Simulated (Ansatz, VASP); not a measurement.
# One calculation of Sn, two programs

The input POSCAR:

```
Sn
1.0
   -2.7931334325      2.7931334325      1.5593194392
    2.7931334325     -2.7931334325      1.5593194392
    2.7931334325      2.7931334325     -1.5593194392
Sn
2
Direct
    0.7500000000      0.2500000000      0.5000000000
    0.0000000000      0.0000000000      0.0000000000
```

Contents of INCAR.step1:

```
SYSTEM = Sn
  PREC = Accurate
  ENCUT = 520
  ISMEAR = 0
  SIGMA = 0.15
  LREAL = .FALSE.
  LASPH = .TRUE.
  NELM = 80
  NBANDS = 21
  GGA = PE
  ALGO = Normal
  EDIFF = 1E-4
  LWAVE = .TRUE.
  LCHARG = .FALSE.
```

File INCAR.step2:

```
SYSTEM = Sn
  PREC = Accurate
  ENCUT = 520
  EDIFF = 1E-6
  ISMEAR = 0
  SIGMA = 0.15
  LREAL = .FALSE.
  LASPH = .TRUE.
  NELM = 80
  ALGO = Normal
  ISIF = 2
  LWAVE = .FALSE.
  LCHARG = .FALSE.
  METAGGA = R2SCAN
  LMIXTAU = .TRUE.
  NBANDS = 21
  ISTART = 1
```

File KPOINTS:

```
regular mesh
0
G
  16 16 16
  0 0 0
```

Input for Ansatz:

```yaml
crystal:
  lattice:
    - [-2.7931334325, 2.7931334325, 1.5593194392]
    - [2.7931334325, -2.7931334325, 1.5593194392]
    - [2.7931334325, 2.7931334325, -1.5593194392]
  atoms:
    - { symbol: Sn, position: [0.75, 0.25, 0.5] }
    - { symbol: Sn, position: [0.0, 0.0, 0.0] }
basis:
  ecutwfc: 500
kpoints:
  mp_grid: { grid: [16, 16, 16] }
hamiltonian:
  xc: r2scan
scf:
  occupations: { method: gaussian, width: 0.15 }
output:
  forces: true
  stress: true
  eigenvalues: true
```

Change from the starting cell: strain -0.050 along x and y, -0.025 along z, atoms carried along.

Alike in both runs: task single point; functional r2SCAN; k mesh 16 × 16 × 16; occupations gaussian, width 0.15 eV; no spin polarisation.

```csv
,VASP,Ansatz
version,VASP 6.6.1,Ansatz 0.2.0
potentials or method,"VASP PAW PBE potentials, release 64 (Sn_d), cutoff 520 eV","scalar-relativistic, plane waves, PAW"
valence electrons in the cell,28,28
```

```csv
,VASP,Ansatz,Ansatz less VASP
gap on the k mesh at the Fermi level (eV),none,none,-
pressure (GPa),9.3,9.3,-0.02
"traceless stress, the component that is largest in VASP (GPa)",-2.18,-2.17,+0.009
```

VASP's potentials were made for PBE, not for r2SCAN. A gap of «none» marks a metal or a gap that the smearing closes.
